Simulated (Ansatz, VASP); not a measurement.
**Zr in VASP and in Ansatz**

INCAR

```
SYSTEM = Zr
ALGO     = Normal         ! electronic algorithm
EDIFF    = 1E-6           ! SCF threshold, eV
ENCUT    = 520            ! plane-wave cutoff, eV
GGA      = PS             ! functional
ISIF     = 2              ! what is computed and relaxed
ISMEAR   = -1             ! smearing method
LASPH    = .TRUE.         ! aspherical terms in the spheres
LCHARG   = .FALSE.        ! write CHGCAR
LREAL    = .FALSE.        ! projectors in reciprocal space
LWAVE    = .FALSE.        ! write WAVECAR
NBANDS   = 12             ! bands
NELM     = 60             ! most SCF steps
PREC     = Accurate       ! precision mode
SIGMA    = 0.1            ! smearing width, eV
```

File KPOINTS:

```
k-points
0
G
  13 13 13
  0 0 0
```

POSCAR

```
Zr
1.0
    2.7102287698      0.0000000000      0.0000000000
    0.0000000000      2.7102287698      0.0000000000
    0.0000000000      0.0000000000      2.7102287698
Zr
1
Direct
    0.0000000000      0.0000000000      0.0000000000
```

Input for Ansatz:

```yaml
crystal:
  lattice:
    - [2.7102287698, 0.0, 0.0]
    - [0.0, 2.7102287698, 0.0]
    - [0.0, 0.0, 2.7102287698]
  atoms:
    - { symbol: Zr, position: [0.0, 0.0, 0.0] }
kpoints:
  mp_grid: { grid: [13, 13, 13] }
scf:
  occupations: { method: fermi_dirac, width: 0.1 }
hamiltonian:
  xc: pbesol
  pseudopotentials: { kind: all_electron, lapw: { basis_error: 0.001 } }
output:
  forces: true
  stress: true
  eigenvalues: true
  populations: true
```

Change from the starting cell: volume scaled by 0.84, LAPW.

Alike in both runs: task single point; functional PBEsol; k mesh 13 × 13 × 13; occupations fermi-dirac, width 0.1 eV; no spin polarisation.

```csv
,VASP,Ansatz
version,VASP 6.6.1,Ansatz 0.2.0
potentials or method,"VASP PAW PBE potentials, release 64 (Zr_sv), cutoff 520 eV","all-electron LAPW, scalar-relativistic"
```

```tsv
	VASP	Ansatz	Ansatz less VASP
pressure (GPa)	17.4	17.1	-0.23
```

VASP's potentials were made for PBE, not for PBEsol. Ansatz ran all-electron here, and VASP with PAW potentials.
